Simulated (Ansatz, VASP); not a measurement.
# One calculation of CdF2, two programs

POSCAR

```
CdF2
1.0
    0.0000000000      2.6940984906      2.6940984906
    2.6940984906      0.0000000000      2.6940984906
    2.6940984906      2.6940984906      0.0000000000
Cd F
1 2
Direct
    0.0000000000      0.0000000000      0.0000000000
    0.2500000000      0.2500000000      0.2500000000
    0.7500000000      0.7500000000      0.7500000000
```

File INCAR.step1:

```
ALGO = Normal ; EDIFF = 1E-4
ENCUT = 520 ; GGA = PE
ISMEAR = 0 ; ISPIN = 2
LASPH = True ; LCHARG = False
LREAL = False ; LWAVE = True
MAGMOM = 0.2 0.2 0.2 ; NBANDS = 24
NELM = 150 ; PREC = Accurate
SIGMA = 0.05
```

The input INCAR.step2:

```
ALGO = Normal ; EDIFF = 1E-6
ENCUT = 520 ; ISIF = 2
ISMEAR = 0 ; ISPIN = 2
ISTART = 1 ; LASPH = True
LCHARG = True ; LELF = True
LMIXTAU = True ; LORBIT = 11
LREAL = False ; LVHAR = True
LWAVE = False ; MAGMOM = 0.2 0.2 0.2
METAGGA = R2SCAN ; NBANDS = 24
NELM = 150 ; PREC = Accurate
SIGMA = 0.05
```

The input KPOINTS:

```
k-points
0
Gamma
  8 8 8
```

Input for Ansatz:

```yaml
crystal:
  lattice:
    - [0.0, 2.6940984906, 2.6940984906]
    - [2.6940984906, 0.0, 2.6940984906]
    - [2.6940984906, 2.6940984906, 0.0]
  atoms:
    - { symbol: Cd, position: [0.0, 0.0, 0.0], spin: 0.2 }
    - { symbol: F, position: [0.25, 0.25, 0.25], spin: 0.2 }
    - { symbol: F, position: [0.75, 0.75, 0.75], spin: 0.2 }
basis:
  ecutwfc: 500
  ecutrho_ratio: 4
kpoints:
  mp_grid: { grid: [8, 8, 8] }
hamiltonian:
  xc: r2scan
scf:
  occupations: { method: gaussian, width: 0.05 }
  initial_density: { chi_scale: 0.0 }
output:
  forces: true
  stress: true
magnetization:
  spin_polarized: true
```

Alike in both runs: task single point; functional r2SCAN; k mesh 8 × 8 × 8; occupations gaussian, width 0.05 eV; collinear spin.

```csv
,VASP,Ansatz
version,VASP 6.6.1,Ansatz 0.2.0
potentials or method,"VASP PAW PBE potentials, release 64 (Cd, F), cutoff 520 eV","scalar-relativistic, plane waves, PAW"
valence electrons in the cell,26,34
```

VASP gave:

| Quantity | Value |
| --- | --- |
| pressure (GPa) | 1.0 |
| net moment per atom (μB) | 0.00 |

**Question.** What did Ansatz give for the same quantities?

**Answer.** Pressure (GPa): 0.0; net moment per atom (μB): 0.00.

VASP's potentials were made for PBE, not for r2SCAN. The functional is the same, so the differences come from potentials, cutoffs and numerics. VASP's potentials hold 26 valence electrons a cell and Ansatz's 34, so a difference there can come from the potentials and not from the codes. Ansatz's warnings: seeded moment not kept, stability check not made.
